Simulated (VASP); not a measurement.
Input of a VASP 6.6.1 run:

File INCAR:

```
SYSTEM = Ti
ALGO = Normal ; EDIFF = 1E-6
ENCUT = 520 ; GGA = PS
ISIF = 2 ; ISMEAR = -1
LASPH = .TRUE. ; LCHARG = .FALSE.
LREAL = .FALSE. ; LWAVE = .FALSE.
NBANDS = 12 ; NELM = 100
PREC = Accurate ; SIGMA = 0.15
```

The input KPOINTS:

```
k-points
0
G
  15 15 15
  0 0 0
```

Contents of POSCAR:

```
Ti
1.0
   -1.6738200000      1.6410000000      1.6410000000
    1.6410000000     -1.6738200000      1.6410000000
    1.6410000000      1.6410000000     -1.6738200000
Ti
1
Direct
    0.0000000000      0.0000000000      0.0000000000
```

Potentials or basis: VASP PAW PBE potentials, release 64 (Ti_sv).

Launch:

```sh
$ cat potpaw_PBE.64/Ti_sv/POTCAR > POTCAR
$ mpirun -np 1 vasp_std > vasp.out
```

**Question.** Estimate the band gap on the k mesh.

**Answer.** Zero (band 6 reaches 8.67 eV, above the bottom of band 7 at 7.11 eV).

**Question.** Predict the pressure.

**Answer.** -5.9 GPa.

Stress tensor (GPa, compression positive):
```
-5.94  0.63  0.63
 0.63 -5.94  0.63
 0.63  0.63 -5.94
```

Caveat: the PAW data sets were made with another functional, which shifts forces and pressure a little.
